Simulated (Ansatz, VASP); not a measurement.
# One calculation of AlGa3N4, two programs

The input INCAR:

```
SYSTEM = AlGa3N4
  PREC = Accurate
  ENCUT = 520
  EDIFF = 1E-6
  ISMEAR = 0
  SIGMA = 0.05
  LREAL = .False.
  LASPH = .True.
  NELM = 60
  ALGO = Normal
  ISIF = 2
  LWAVE = .False.
  LCHARG = .False.
  GGA = CA
  NBANDS = 41
```

KPOINTS

```
Automatic mesh
0
Gamma
  6 6 6
  0 0 0
```

POSCAR

```
AlGa3N4
1.0
    4.6138190286     -0.2709413772     -0.2709413772
   -0.2709413772      4.6138190286     -0.2709413772
   -0.2709413772     -0.2709413772      4.6138190286
Al Ga N
1 3 4
Direct
    0.0000000000      0.0000000000      0.0000000000
    0.5000000000      0.5000000000      0.0000000000
    0.5000000000      0.0000000000      0.5000000000
    0.0000000000      0.5000000000      0.5000000000
    0.7548078379      0.7548078379      0.2451921621
    0.7548078379      0.2451921621      0.7548078379
    0.2451921621      0.7548078379      0.7548078379
    0.2451921621      0.2451921621      0.2451921621
```

Input for Ansatz:

```yaml
crystal:
  lattice:
    - [4.6138190286, -0.2709413772, -0.2709413772]
    - [-0.2709413772, 4.6138190286, -0.2709413772]
    - [-0.2709413772, -0.2709413772, 4.6138190286]
  atoms:
    - { symbol: Al, position: [0.0, 0.0, 0.0] }
    - { symbol: Ga, position: [0.5, 0.5, 0.0] }
    - { symbol: Ga, position: [0.5, 0.0, 0.5] }
    - { symbol: Ga, position: [0.0, 0.5, 0.5] }
    - { symbol: "N", position: [0.7548078379, 0.7548078379, 0.2451921621] }
    - { symbol: "N", position: [0.7548078379, 0.2451921621, 0.7548078379] }
    - { symbol: "N", position: [0.2451921621, 0.7548078379, 0.7548078379] }
    - { symbol: "N", position: [0.2451921621, 0.2451921621, 0.2451921621] }
basis:
  ecutwfc: 520.0
kpoints:
  mp_grid: { grid: [6, 6, 6] }
hamiltonian:
  xc: lda
  pseudopotentials: { kind: paw, azcp: { folder: soft_1 } }
scf:
  occupations: { method: gaussian, width: 0.05 }
output:
  forces: true
  stress: true
  eigenvalues: true
```

Alike in both runs: task single point; functional LDA; k mesh 6 × 6 × 6; occupations gaussian, width 0.05 eV; no spin polarisation.

|  | VASP | Ansatz |
| --- | --- | --- |
| version | VASP 6.6.1 | Ansatz 0.2.0 |
| potentials or method | VASP PAW LDA potentials, release 64 (Al, Ga_d, N), cutoff 520 eV | scalar-relativistic, plane waves, PAW |
| valence electrons in the cell | 62 | 62 |

```csv
,VASP,Ansatz,Ansatz less VASP
gap on the k mesh at the Fermi level (eV),1.14,1.14,+0.002
least direct gap on the mesh (eV),1.14,1.14,+0.002
pressure (GPa),-9.1,-9.8,-0.69
"traceless stress, the component that is largest in VASP (GPa)",21.85,21.52,-0.325
rms of the force components (eV/Å),1.432,1.387,-0.0445
```

Ansatz warns that its potentials were made for another functional, while VASP's fit it. LDA's correlation is that of Perdew and Zunger in VASP and of Perdew and Wang (1992) in Ansatz. Atom by atom the forces differ by 0.045 eV/Å (rms over components).
